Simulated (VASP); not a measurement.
## BP: relaxation of cell and atoms with PBEsol

BP:

```xyz
2
Lattice="0.0000 2.2389 2.2389 2.2389 0.0000 2.2389 2.2389 2.2389 0.0000" Properties=species:S:1:pos:R:3 pbc="T T T"
B     0.0000    0.0000    0.0000
P     1.1194    1.1194    1.1194
```

```yaml
Program: VASP 6.6.1
Task: relaxation of cell and atoms
Functional: PBEsol
Potentials_or_basis: VASP PAW PBE potentials, release 64 (B, P)
Cutoff: 600 eV
k_mesh: 10 × 10 × 10
Occupations: gaussian, width 0.02 eV
Spin: no spin polarisation
Target_pressure: 5 GPa
Dipole_correction: no
Further_INCAR_settings: ALGO = Normal; EDIFF = 1e-07; IBRION = 2; EDIFFG = -0.008; NSW = 70; ISIF = 3
```

```json
{"Relaxed volume": "11.23 Å³/atom", "Relaxed cell": "a = 3.167 Å, b = 3.167 Å, c = 3.167 Å, α = 60.00°, β = 60.00°, γ = 60.00°", "Space group after relaxing (to 0.05 Å)": "F-43m (No. 216)", "Energy change on relaxing (the enthalpy is what falls)": "-0.3 meV/atom", "Ionic steps": "3", "Pressure after relaxing": "5.0 GPa", "Band gap on the k mesh": "1.08 eV, indirect (least direct gap 3.42 eV)"}
```

Step by step:
| step | energy change (eV) | largest force (eV/Å) | pressure (GPa) | volume (Å³) |
| --- | --- | --- | --- | --- |
| 1 | 0.0000 | 0.0000 | 5.17 | 22.44 |
| 2 | -0.0012 | 0.0000 | 4.85 | 22.48 |
| 3 | -0.0006 | 0.0000 | 5.00 | 22.46 |

Final structure:
```
B P
1.0
     0.00000    2.23951    2.23951
     2.23951    0.00000    2.23951
     2.23951    2.23951    0.00000
B P
1 1
Direct
  0.00000 0.00000 0.00000
  0.25000 0.25000 0.25000
```

Levels at points of the mesh, in eV from the valence-band top:
```
           k point  band 1  band 2  band 3  band 4  band 5  band 6  band 7  band 8
(0.00, 0.00, 0.00)  -15.85    0.00    0.00    0.00    3.42    3.42    3.42    7.94
(0.50, 0.00, 0.00)  -12.35   -9.38   -1.81   -1.81    3.97    4.67    4.67   10.06
(0.50, 0.50, 0.00)  -10.77   -8.80   -4.29   -4.29    1.15    1.48   12.47   12.47
```

It took 16 s on 1 thread of Intel(R) Xeon(R) Platinum 8375C CPU @ 2.90GHz (Ice Lake), on a shared host, peak memory 0.15 GiB.

Caveat: the cell is relaxed towards a set pressure, so the enthalpy falls and the energy may rise; the PAW data sets were made with another functional, which shifts forces and pressure a little. As with any semilocal functional, this PBEsol gap is likely too small.
